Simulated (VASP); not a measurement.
# Ni (Fm-3m) in VASP: a series of runs

Ni is run at these levels: LDA; tasks: single point, relaxation of cell and atoms.

Program: VASP 6.6.1. These are calculated values, not measurements. Logs are shortened: lines on timing, memory, paths and dates and some standing lists are left out, and cuts for length are marked.

## 1. The cell of the first run

Symmetry: Fm-3m, No. 225, cubic system. The conventional cell has a = 3.425 Å, b = 3.425 Å, c = 3.425 Å, α = 90.00°, β = 90.00°, γ = 90.00°. Ni (site symmetry m-3m) has 12 Ni at 2.42 Å within 3.2 Å.

## 2. Single point, LDA, collinear spin, ferromagnetic start

INCAR reads:

```
PREC = Accurate
ENCUT = 520
EDIFF = 1E-7
ISMEAR = -1
SIGMA = 0.1
LREAL = False
LASPH = True
NELM = 150
ALGO = Normal
ISIF = 2
LWAVE = False
LCHARG = False
ISPIN = 2
MAGMOM = 1.5
LORBIT = 11
LMAXMIX = 4
GGA = CA
NBANDS = 15
```

KPOINTS reads:

```
Automatic mesh
0
Gamma
  12 12 12
```

POSCAR reads:

```
Ni
1.0
    2.4215005999      0.0000000000      0.0000000000
    1.2107503000      2.0970810348      0.0000000000
    1.2107503000      0.6990270116      1.9771469606
Ni
1
Direct
    0.0000000000      0.0000000000      0.0000000000
```

Potentials or basis: VASP PAW LDA potentials, release 64 (Ni).

On the command line:

```sh
$ cat potpaw_LDA.64/Ni/POTCAR > POTCAR
$ mpirun -np 1 vasp_std > vasp.out
```

OUTCAR:

```text
PREC = Accurate
   ENCUT = 520
   EDIFF = 1E-7
   ISMEAR = -1
   LREAL = False
   LASPH = True
   NELM = 150
   ISIF = 2
   ISPIN = 2
   LORBIT = 11
   GGA = CA

 ion  position               nearest neighbor table
   1  0.000  0.000  0.000-

  LATTYP: Found a face centered cubic cell.
 ALAT       =     3.4245189897

  Lattice vectors:

 A1 = (   2.4215005999,   0.0000000000,   0.0000000000)
 A2 = (   1.2107503000,   2.0970810348,   0.0000000000)
 A3 = (   1.2107503000,   0.6990270116,   1.9771469606)

Analysis of symmetry for initial positions (statically):
=====================================================================
 Subroutine PRICEL returns:
 Original cell was already a primitive cell.

 Routine SETGRP: Setting up the symmetry group for a
 face centered cubic supercell.

 Subroutine GETGRP returns: Found 48 space group operations
 (whereof 48 operations were pure point group operations)
 out of a pool of 48 trial point group operations.

The static configuration has the point symmetry O_h .

Analysis of symmetry for dynamics (positions and initial velocities):
=====================================================================
 Subroutine PRICEL returns:
 Original cell was already a primitive cell.

 Routine SETGRP: Setting up the symmetry group for a
 face centered cubic supercell.

 Subroutine GETGRP returns: Found 48 space group operations
 (whereof 48 operations were pure point group operations)
 out of a pool of 48 trial point group operations.

The dynamic configuration has the point symmetry O_h .

Analysis of structural, dynamic, and magnetic symmetry:
=====================================================================
 Subroutine PRICEL returns:
 Original cell was already a primitive cell.

 Routine SETGRP: Setting up the symmetry group for a
 face centered cubic supercell.

 Subroutine GETGRP returns: Found 48 space group operations
 (whereof 48 operations were pure point group operations)
 out of a pool of 48 trial point group operations.

The overall configuration has the point symmetry O_h .

 Subroutine INISYM returns: Found 48 space group operations
 (whereof 48 operations are pure point group operations),
 and found     1 'primitive' translations

----------------------------------------------------------------------------------------

                                     Primitive cell

  volume of cell :      10.0401

  direct lattice vectors                    reciprocal lattice vectors
     2.421500600  0.000000000  0.000000000     0.412967067 -0.238426647 -0.168593099
     1.210750300  2.097081035  0.000000000     0.000000000  0.476853294 -0.168593099
     1.210750300  0.699027012  1.977146961     0.000000000  0.000000000  0.505779297

  length of vectors
     2.421500600  2.421500600  2.421500600     0.505779297  0.505779297  0.505779297

  position of ions in fractional coordinates (direct lattice)
     0.000000000  0.000000000  0.000000000

  ion indices of the primitive-cell ions
   primitive index   ion index
                 1           1

----------------------------------------------------------------------------------------

 KPOINTS: Automatic mesh

Automatic generation of k-mesh.
 Grid dimensions read from file:
 generate k-points for:   12   12   12

 Generating k-lattice:

  Cartesian coordinates                     Fractional coordinates (reciprocal lattice)
     0.034413922 -0.019868887 -0.014049425     0.083333333  0.000000000  0.000000000
     0.000000000  0.039737775 -0.014049425     0.000000000  0.083333333 -0.000000000
     0.000000000  0.000000000  0.042148275     0.000000000  0.000000000  0.083333333

  Length of vectors
     0.042148275  0.042148275  0.042148275

  Shift w.r.t. Gamma in fractional coordinates (k-lattice)
     0.000000000  0.000000000  0.000000000

 Subroutine IBZKPT returns following result:
 ===========================================

 Found     72 irreducible k-points:

 Following reciprocal coordinates:
            Coordinates               Weight
  0.000000  0.000000  0.000000      1.000000
  0.083333  0.000000  0.000000      8.000000
  0.166667  0.000000  0.000000      8.000000
  0.250000  0.000000  0.000000      8.000000
  0.333333 -0.000000  0.000000      8.000000
  0.416667 -0.000000 -0.000000      8.000000
[... 16 lines left out ...]
  0.500000  0.166667  0.000000     24.000000
 -0.416667  0.166667 -0.000000     24.000000
 [... further k-points ...]
   k-points           NKPTS =     72   k-points in BZ     NKDIM =     72   number of bands    NBANDS=     15
   number of dos      NEDOS =    301   number of ions     NIONS =      1
   total plane-waves  NPLWV =   5832
   dimension x,y,z NGX =    18 NGY =   18 NGZ =   18
   dimension x,y,z NGXF=    36 NGYF=   36 NGZF=   36
   ions per type =               1
   NGX,Y,Z   is equivalent  to a cutoff of  12.36, 12.36, 12.36 a.u.
   NGXF,Y,Z  is equivalent  to a cutoff of  24.72, 24.72, 24.72 a.u.
 SYSTEM =  unknown system
   PREC   = accura    normal or accurate (medium, high low for compatibility)
   ISTART =      0    job   : 0-new  1-cont  2-samecut
   ICHARG =      2    charge: 1-file 2-atom 10-const
   ISPIN  =      2    spin polarized calculation?
   LNONCOLLINEAR =      F non collinear calculations
   LSORBIT =      F    spin-orbit coupling
   LASPH  =      T    aspherical Exc in radial PAW
   ENCUT  =  520.0 eV  38.22 Ry    6.18 a.u.   4.50  4.50  4.50*2*pi/ulx,y,z
   NELM   =    150;   NELMIN=  2; NELMDL= -5     # of ELM steps
   EDIFF  = 0.1E-06   stopping-criterion for ELM
   LREAL  =      F    real-space projection
   EDIFFG = 0.1E-05   stopping-criterion for IOM
   NSW    =      0    number of steps for IOM
   IBRION =     -1    ionic relax: 0-MD 1-quasi-New 2-CG
   NFREE  =      0    steps in history (QN), initial steepest desc. (CG)
   ISIF   =      2    stress and relaxation
   ISYM   =      2    0-nonsym 1-usesym 2-fastsym
   POTIM  = 0.5000    time-step for ionic-motion
   TEBEG  =    0.0;   TEEND  =   0.0 temperature during run
   PSTRESS=    0.0 pullay stress
   NELECT =      10.0000    total number of electrons
   NUPDOWN=      -1.0000    fix difference up-down
   EMIN   =  10.00;   EMAX   =-10.00  energy-range for DOS
   EFERMI =   0.00;   METHOD = LEGACY
   ISMEAR =    -1;   SIGMA  =   0.10  broadening in eV -4-tet -1-fermi 0-gaus
   EFERMI_NEDOS =   21; number of points for ismear=-14 and -15
   IALGO  =     38    algorithm
   IMIX   =      4    mixing-type and parameters
     AMIX     =   0.40;   BMIX     =  1.00
     AMIX_MAG =   1.60;   BMIX_MAG =  1.00
  volume/ion in A,a.u.               =      10.04        67.75
  Fermi-wavevector in a.u.,A,eV,Ry     =   1.634915  3.089542 36.367664  2.672948
  Thomas-Fermi vector in A             =   2.726475
   LORBIT       =     11    0 simple, 1 ext, 2 COOP (PROOUT), +10 PAW based schemes
   GGA     = CA    functional components
   LHFCALC =     F    Hartree Fock is set to
   AEXX    =    0.0000 exact exchange contribution
   IVDW    =     0    specifies the selected vdW correction
   LEPSILON=     F    determine dielectric tensor
   LRPA    =     F    only Hartree local field effects (RPA)
 spin polarized calculation
  energy-cutoff  :      520.00
  volume of cell :       10.04
 maximum number of plane-waves:       290
 NGX is ok and might be reduce to    18
   NGX =  9   NGY =  9   NGZ =  9

 number of electron      10.0000000 magnetization       1.5000000

 number of electron       9.9999991 magnetization       0.5042221

 Free energy of the ion-electron system (eV)
  ---------------------------------------------------
  ext. energy  EPLUGINS =         0.00000000
  ---------------------------------------------------
  free energy    TOTEN  =        -6.60687657 eV

  energy without entropy =       -6.55028821  energy(sigma->0) =       -6.57858239

 E-fermi :  10.1950     XC(G=0): -14.0948

 val. band max:       10.1938257474   @ k =  -0.4167   0.0833  -0.0000
 cond. band min:      10.2132709838   @ k =   0.5000   0.2500   0.0833
 fundamental gap:      0.0194452364
 Fermi energy:        10.1949950083

 spin component 1

 k-point     1 :       0.0000    0.0000    0.0000
  band No.  band energies     occupation
      1       0.6712      1.00000
      2       7.7123      1.00000
      3       7.7123      1.00000
      4       7.7123      1.00000
      5       8.9989      0.99999
      6       8.9989      0.99999
      7      34.6744      0.00000
      8      39.0750      0.00000
      9      39.0750      0.00000
     10      39.0750      0.00000
     11      42.3497      0.00000
     12      42.3497      0.00000
     13      42.3497      0.00000
     14      45.2975      0.00000
     15      52.2547      0.00000
[... 397 lines left out ...]
 k-point    24 :      -0.4167    0.1667   -0.0000
  band No.  band energies     occupation
      1       5.6151      1.00000
      2       7.2062      1.00000
      3       7.8990      1.00000
      4       8.1176      1.00000
      5       9.6380      0.99620
      6      12.6531      0.00000
      7      17.0337      0.00000
      8      27.8881      0.00000
      9      32.9115      0.00000
     10      34.0403      0.00000
     11      43.6798      0.00000
     12      44.1222      0.00000
     13      51.5922      0.00000
     14      54.0726      0.00000
     15      55.6912      0.00000

 [... further k-points ...]

 spin component 2

 k-point     1 :       0.0000    0.0000    0.0000
  band No.  band energies     occupation
      1       0.7071      1.00000
      2       8.2287      1.00000
      3       8.2287      1.00000
      4       8.2287      1.00000
      5       9.4779      0.99923
      6       9.4779      0.99923
      7      34.6603      0.00000
      8      39.1128      0.00000
      9      39.1128      0.00000
     10      39.1128      0.00000
     11      42.4919      0.00000
     12      42.4919      0.00000
     13      42.4919      0.00000
     14      45.2786      0.00000
     15      52.4143      0.00000
[... 397 lines left out ...]
 k-point    24 :      -0.4167    0.1667   -0.0000
  band No.  band energies     occupation
      1       5.9525      1.00000
      2       7.5784      1.00000
      3       8.2835      1.00000
      4       8.5879      1.00000
      5      10.1903      0.51176
      6      12.9323      0.00000
      7      17.3175      0.00000
      8      28.0021      0.00000
      9      33.0187      0.00000
     10      34.1016      0.00000
     11      43.7730      0.00000
     12      44.1822      0.00000
     13      51.7667      0.00000
     14      54.3928      0.00000
     15      55.8266      0.00000

 [... further k-points ...]
[... 5 lines left out ...]
  --------------------------------------------------------------------------------------
  -------------------------------------------------------------------------------------
  Total       -0.0164136     -0.0164136     -0.0164136     -0.0000000     -0.0000000     -0.0000000
  in kB       -2.6192453     -2.6192453     -2.6192453     -0.0000000     -0.0000000     -0.0000000
  external PRESSURE =      -2.6192453 kB  Pullay stress =       0.0000000 kB

 VOLUME and BASIS-vectors are now :
 -----------------------------------------------------------------------------
  energy-cutoff  :      520.00
  volume of cell :       10.04
      direct lattice vectors                 reciprocal lattice vectors
     2.421500600  0.000000000  0.000000000     0.412967067 -0.238426647 -0.168593099
     1.210750300  2.097081035  0.000000000     0.000000000  0.476853294 -0.168593099
     1.210750300  0.699027012  1.977146961     0.000000000  0.000000000  0.505779297

 POSITION                                       TOTAL-FORCE (eV/Angst)
 -----------------------------------------------------------------------------------
      0.00000      0.00000      0.00000         0.000000     -0.000000      0.000000
 -----------------------------------------------------------------------------------
    total drift:                                0.000000      0.000000     -0.000000

  FREE ENERGIE OF THE ION-ELECTRON SYSTEM (eV)
  ---------------------------------------------------
  free  energy   TOTEN  =        -6.6068765690 eV

  energy  without entropy=       -6.5502882113  energy(sigma->0) =       -6.57858239

 total charge

# of ion       s       p       d       tot
------------------------------------------
    1        0.534   0.571   8.370   9.474

 magnetization (x)

# of ion       s       p       d       tot
------------------------------------------
    1       -0.006  -0.018   0.528   0.505
```

It took 15 s on 1 thread of Intel Xeon Platinum 8488C (Sapphire Rapids), shared host; peak memory 0.12 GiB.

Results:

* Free energy: -6.6069 eV
* Pressure: -0.3 GPa
* Net moment: 0.50 μB per cell
* Site moments: Ni +0.51 μB
* Valence electrons inside the program's atomic spheres: Ni 9.47

Levels at points of the mesh, in eV from the Fermi level:
Spin up:
```
           k point  band 2  band 3  band 4  band 5  band 6  band 7  band 8  band 9
(0.00, 0.00, 0.00)   -2.48   -2.48   -2.48   -1.20   -1.20   24.48   28.88   28.88
(0.50, 0.00, 0.00)   -2.50   -2.50   -0.40   -0.40   -0.37    6.38   22.96   26.02
(0.50, 0.50, 0.00)   -4.50   -0.38   -0.22   -0.22    2.54   10.07   15.57   15.57
```
Spin down:
```csv
k point,band 2,band 3,band 4,band 5,band 6,band 7,band 8,band 9
"(0.00, 0.00, 0.00)",-1.97,-1.97,-1.97,-0.72,-0.72,24.47,28.92,28.92
"(0.50, 0.00, 0.00)",-2.04,-2.04,-0.35,0.15,0.15,6.70,22.94,26.12
"(0.50, 0.50, 0.00)",-4.08,0.12,0.37,0.37,2.58,10.31,15.63,15.63
```

## 3. Relaxation of cell and atoms, LDA, collinear spin, ferromagnetic start

This run uses another cell than the first one, of 10.94 Å³/atom.

INCAR reads:

```
PREC = Accurate ; ENCUT = 600
EDIFF = 1E-7 ; ISMEAR = -1
SIGMA = 0.1 ; LREAL = False
LASPH = True ; NELM = 150
ALGO = Normal ; ISIF = 3
LWAVE = False ; LCHARG = False
ISPIN = 2 ; MAGMOM = 1.5
LORBIT = 11 ; LMAXMIX = 4
IBRION = 2 ; NSW = 80
EDIFFG = -0.02
```

KPOINTS is that of step 2.

POSCAR reads:

```
Ni
1.0
    2.4917520000      0.0000000000      0.0000000000
    1.2458760000      2.1579205319      0.0000000000
    1.2458760000      0.7193068440      2.0345069885
Ni
1
Direct
    0.0000000000      0.0000000000      0.0000000000
```

Potentials or basis: VASP PAW LDA potentials, release 64 (Ni).

On the command line:

```sh
$ cat potpaw_LDA.64/Ni/POTCAR > POTCAR
$ mpirun -np 1 vasp_std > vasp.out
```

Run time: 34 s. Hardware: 1 thread of Intel Xeon Platinum 8488C (Sapphire Rapids), shared host; peak memory 0.14 GiB.

Results (log left out):

```
Free energy                                           : -6.6073 eV
Relaxed volume                                        : 10.02 Å³/atom
Relaxed cell                                          : a = 2.420 Å, b = 2.420 Å, c = 2.420 Å, α = 60.00°, β = 60.00°, γ = 60.00°
Space group after relaxing (to 0.1 Å)                 : Fm-3m (No. 225)
Energy gained by relaxing                             : 54.6 meV/atom
Ionic steps                                           : 4
Pressure after relaxing                               : 0.1 GPa
Net moment                                            : 0.50 μB per cell
Site moments                                          : Ni +0.50 μB
Valence electrons inside the program's atomic spheres : Ni 9.48
```

Step by step:
```tsv
step	energy change (eV)	largest force (eV/Å)	pressure (GPa)	volume (Å³)
1	0.0000	0.0000	-17.55	10.94
2	0.0169	0.0000	28.68	9.15
3	-0.0546	0.0000	-0.39	10.04
4	-0.0546	0.0000	0.06	10.02
```

Final structure:
```cif
data_structure
_symmetry_space_group_name_H-M 'P 1'
_symmetry_Int_Tables_number 1
_cell_length_a 2.4202
_cell_length_b 2.4202
_cell_length_c 2.4202
_cell_angle_alpha 60.000
_cell_angle_beta 60.000
_cell_angle_gamma 60.000
_cell_volume 10.02
loop_
_atom_site_label
_atom_site_type_symbol
_atom_site_fract_x
_atom_site_fract_y
_atom_site_fract_z
_atom_site_occupancy
Ni1 Ni 0.00000 0.00000 0.00000 1
```

Levels at points of the mesh, in eV from the Fermi level:
Spin up:
```csv
k point,band 3,band 4,band 5,band 6,band 7,band 8
"(0.00, 0.00, 0.00)",-2.49,-2.49,-1.20,-1.20,24.49,28.91
"(0.50, 0.00, 0.00)",-2.51,-0.40,-0.40,-0.38,6.39,22.97
"(0.50, 0.50, 0.00)",-0.38,-0.22,-0.22,2.54,10.09,15.58
```
Spin down:
```
           k point  band 3  band 4  band 5  band 6  band 7  band 8
(0.00, 0.00, 0.00)   -1.97   -1.97   -0.72   -0.72   24.48   28.94
(0.50, 0.00, 0.00)   -2.04   -0.35    0.15    0.15    6.71   22.95
(0.50, 0.50, 0.00)    0.12    0.37    0.37    2.58   10.33   15.64
```
